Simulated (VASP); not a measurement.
Runs of VASP 6.6.1 on Ag. The structure is that of space group P6_3/mmc (No. 194), or close to it. The cells are those of the table. This isn't the form of Ag at room conditions, which is fcc.

| spin | cell | gap on the mesh (eV) | pressure (GPa) |
| --- | --- | --- | --- |
| off | a = 2.871, b = 2.871, c = 4.693 Å, angles 90.0, 90.0, 120.0°, 2 atoms | none | 7.1 |
| off | a = 2.930, b = 2.930, c = 4.790 Å, angles 90.0, 90.0, 120.0°, 2 atoms | none | (a) |
| non-collinear, zero start, SOC | a = 2.930, b = 2.930, c = 4.790 Å, angles 90.0, 90.0, 120.0°, 2 atoms | - | 0.2 |
| off | a = 2.987, b = 2.987, c = 4.884 Å, angles 90.0, 90.0, 120.0°, 2 atoms | none | -4.2 |

Alike in all rows: task single point; level PBE; potentials or basis VASP PAW PBE potentials, release 64 (Ag); k mesh 14 × 14 × 8; cutoff (eV) 520; smearing fermi-dirac 0.05 eV.

Question: Fill in the values left out.

Answer: (a) 0.4.

Caveats: the cell stands under pressure (at least some runs); the cell stands under tension (at least some runs).

A k mesh can miss the band edges, and rows without SOC leave out spin-orbit coupling on Ag.

A gap of «none» marks levels without a gap at the run's occupations.
